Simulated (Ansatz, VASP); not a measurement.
Al9N in VASP and in Ansatz

INCAR

```
ALGO     = Normal         # electronic algorithm
DIPOL    = 0.5 0.5 0.300
EDIFF    = 1E-6           # SCF threshold, eV
ENCUT    = 520            # plane-wave cutoff, eV
GGA      = PE             # functional
IDIPOL   = 3            
ISIF     = 2              # what is computed and relaxed
ISMEAR   = 0              # smearing method
LASPH    = True           # aspherical terms in the spheres
LCHARG   = True           # write CHGCAR
LDIPOL   = True         
LELF     = True           # ELF
LREAL    = Auto         
LVACPOTAV= True         
LVHAR    = True         
LWAVE    = False          # write WAVECAR
NBANDS   = 48             # bands
NELM     = 60             # most SCF steps
PREC     = Accurate       # precision mode
SIGMA    = 0.1            # smearing width, eV
```

Contents of KPOINTS:

```
k-points
0
Gamma
  5 3 1
```

POSCAR

```
Al9N
1.0
    5.7070863110      0.0000000000      0.0000000000
   -1.4267715777      9.7014842372      0.0000000000
    0.0000000000      0.0000000000     22.7903703877
Al N
18 2
Direct
    0.2662216041      0.0648864163      0.1755127245
    0.7662216041      0.0648864163      0.1755127245
    0.3354806058      0.3419224231      0.2192029851
    0.8354806058      0.3419224231      0.2192029851
    0.1493324061      0.5973296244      0.2279410371
    0.6493324061      0.5973296244      0.2279410371
    0.4631842064      0.8527368258      0.2366790893
    0.9631842064      0.8527368258      0.2366790893
    0.0319772075      0.1277109158      0.2808262501
    0.5319772075      0.1277109158      0.2808262501
    0.0997917578      0.4042231245      0.3301071117
    0.5997917578      0.4042231245      0.3301071117
    0.4144000538      0.6596656467      0.3369822073
    0.9144000538      0.6596656467      0.3369822073
    0.2263076930      0.9110819227      0.3449259125
    0.7263076930      0.9110819227      0.3449259125
    0.2962427187      0.1814071959      0.3857054641
    0.7962427187      0.1814071959      0.3857054641
    0.3421762013      0.9110819227      0.4629310629
    0.6104391846      0.9110819227      0.4629310629
```

Input for Ansatz:

```yaml
crystal:
  lattice:
    - [5.707086311, 0.0, 0.0]
    - [-1.4267715777, 9.7014842372, 0.0]
    - [0.0, 0.0, 22.7903703877]
  atoms:
    - { symbol: Al, position: [0.2662216041, 0.0648864163, 0.1755127245] }
    - { symbol: Al, position: [0.7662216041, 0.0648864163, 0.1755127245] }
    - { symbol: Al, position: [0.3354806058, 0.3419224231, 0.2192029851] }
    - { symbol: Al, position: [0.8354806058, 0.3419224231, 0.2192029851] }
    - { symbol: Al, position: [0.1493324061, 0.5973296244, 0.2279410371] }
    - { symbol: Al, position: [0.6493324061, 0.5973296244, 0.2279410371] }
    - { symbol: Al, position: [0.4631842064, 0.8527368258, 0.2366790893] }
    - { symbol: Al, position: [0.9631842064, 0.8527368258, 0.2366790893] }
    - { symbol: Al, position: [0.0319772075, 0.1277109158, 0.2808262501] }
    - { symbol: Al, position: [0.5319772075, 0.1277109158, 0.2808262501] }
    - { symbol: Al, position: [0.0997917578, 0.4042231245, 0.3301071117] }
    - { symbol: Al, position: [0.5997917578, 0.4042231245, 0.3301071117] }
    - { symbol: Al, position: [0.4144000538, 0.6596656467, 0.3369822073] }
    - { symbol: Al, position: [0.9144000538, 0.6596656467, 0.3369822073] }
    - { symbol: Al, position: [0.226307693, 0.9110819227, 0.3449259125] }
    - { symbol: Al, position: [0.726307693, 0.9110819227, 0.3449259125] }
    - { symbol: Al, position: [0.2962427187, 0.1814071959, 0.3857054641] }
    - { symbol: Al, position: [0.7962427187, 0.1814071959, 0.3857054641] }
    - { symbol: "N", position: [0.3421762013, 0.9110819227, 0.4629310629] }
    - { symbol: "N", position: [0.6104391846, 0.9110819227, 0.4629310629] }
basis:
  ecutwfc: 420
kpoints:
  mp_grid: { grid: [5, 3, 1] }
hamiltonian:
  xc: pbe
  pseudopotentials: { kind: paw, azcp: { folder: soft_1 } }
scf:
  occupations: { method: gaussian, width: 0.1 }
output:
  forces: true
  eigenvalues: true
efield:
  axis: 3
  dipole_correction: true
  ramp_width: 0.04
```

Alike in both runs: task single point; functional PBE; k mesh 5 × 3 × 1; occupations gaussian, width 0.1 eV; no spin polarisation.

```csv
,VASP,Ansatz
version,VASP 6.6.1,Ansatz 0.2.0
potentials or method,"VASP PAW PBE potentials, release 64 (Al, N), cutoff 520 eV","scalar-relativistic, plane waves, PAW"
valence electrons in the cell,64,64
```

VASP gave:

| Quantity | Value |
| --- | --- |
| gap on the k mesh at the Fermi level (eV) | none |
| rms of the force components (eV/Å) | 2.022 |
| work function, face that differs most (eV) | 5.24 |

Problem. Which values does Ansatz return?

Solution. gap on the k mesh at the Fermi level (eV): none; rms of the force components (eV/Å): 2.038; work function, face that differs most (eV): 5.23.

Atom by atom the forces differ by 0.016 eV/Å (rms over components). A gap of «none» marks a metal or a gap that the smearing closes.
